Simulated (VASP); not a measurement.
ZrWS3, 5 atoms in the cell. The structure is orthorhombic, space group Cmmm (No. 65). The conventional cell has a = 5.292 Å, b = 8.410 Å, c = 5.725 Å, α = 90.00°, β = 90.00°, γ = 90.00°. Within 3.8 Å of Zr (site symmetry mmm) lie 2 W at 2.86 Å and 4 S at 3.53 Å. Within 2.7 Å of W (site symmetry mmm) lie 4 S at 2.07 to 2.65 Å. S (site symmetry m2m) has 1 W at 2.07 Å and 3 S at 2.14 to 2.65 Å within 2.7 Å. S (site symmetry mmm) has 2 S at 2.14 Å and 2 W at 2.65 Å within 2.8 Å. 

| Quantity | Value |
| --- | --- |
| Program | VASP 6.6.1 |
| Task | single point |
| Functional | PBE |
| Potentials or basis | VASP PAW PBE potentials, release 64 (Zr_sv, W_sv, S) |
| Cutoff | 500 eV |
| k mesh | 4 × 4 × 4 |
| Occupations | gaussian, width 0.1 eV |
| Spin | no spin polarisation |
| Dipole correction | no |
| Further INCAR settings | ALGO = Normal; EDIFF = 1e-06; NBANDS = 30 |

Potentials or basis: VASP PAW PBE potentials, release 64 (Zr_sv, W_sv, S).

Command:

```console
$ cat potpaw_PBE.64/Zr_sv/POTCAR potpaw_PBE.64/W_sv/POTCAR potpaw_PBE.64/S/POTCAR > POTCAR
$ mpirun -np 1 vasp_std > vasp.out
```

Hardware: 1 thread of Intel(R) Xeon(R) 6975P-C (Granite Rapids), with other jobs on the host.

**Question.** Estimate the wall time of this run.

**Answer.** Wall time 37 s on 1 thread of Intel(R) Xeon(R) 6975P-C (Granite Rapids), with other jobs on the host, peak memory 0.26 GiB. Counts: scf iterations 16, k points 21.
